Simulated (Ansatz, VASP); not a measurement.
Y: VASP beside Ansatz

File INCAR:

```
PREC = Accurate
ENCUT = 520
EDIFF = 1E-7
ISMEAR = -1
SIGMA = 0.05
LREAL = False
LASPH = True
NELM = 100
ALGO = Normal
ISIF = 2
LWAVE = False
LCHARG = True
LELF = True
LVHAR = True
NBANDS = 12
```

File KPOINTS:

```
Automatic mesh
0
Gamma
  13 13 13
```

Contents of POSCAR:

```
Y
1.0
    0.0000000000      2.5347000000      2.4850000000
    2.5347000000      0.0000000000      2.4850000000
    2.5347000000      2.5347000000      0.0000000000
Y
1
Direct
    0.0000000000      0.0000000000      0.0000000000
```

Input for Ansatz:

```yaml
crystal:
  lattice:
    - [0.0, 2.5347, 2.485]
    - [2.5347, 0.0, 2.485]
    - [2.5347, 2.5347, 0.0]
  atoms:
    - { symbol: "Y", position: [0.0, 0.0, 0.0] }
kpoints:
  mp_grid: { grid: [13, 13, 13] }
  band_path:
    path:
      - [0.0, 0.0, 0.0]
      - [0.0, 0.5, 0.5]
      - [0.25, 0.75, 0.5]
      - [0.0, 0.5, 0.0]
      - [0.0, 0.0, 0.0]
      - [0.5, 0.5, 0.0]
      - [0.38005, 0.61995, 0.0]
      - [-0.38005, 0.38005, 0.0]
      - [0.0, 0.0, 0.0]
    npoints: 5
scf:
  occupations: { method: fermi_dirac, width: 0.05 }
hamiltonian:
  xc: lda
  pseudopotentials: { kind: all_electron, lapw: { basis_error: 0.001 } }
output:
  forces: true
  stress: true
  eigenvalues: true
```

Change from the starting cell: equal xx and yy strain of +2 %.

Alike in both runs: task single point; functional LDA; k mesh 13 × 13 × 13; occupations fermi-dirac, width 0.05 eV; no spin polarisation.

```csv
,VASP,Ansatz
version,VASP 6.6.1,Ansatz 0.2.0
potentials or method,"VASP PAW LDA potentials, release 64 (Y_sv), cutoff 520 eV","all-electron LAPW, scalar-relativistic"
```

|  | VASP | Ansatz | Ansatz less VASP |
| --- | --- | --- | --- |
| pressure (GPa) | -3.3 | -3.2 | +0.12 |
| traceless stress, the component that is largest in VASP (GPa) | 0.40 | 0.40 | -0.002 |

LDA's correlation is that of Perdew and Zunger in VASP and of Perdew and Wang (1992) in Ansatz. Ansatz ran all-electron here, and VASP with PAW potentials.
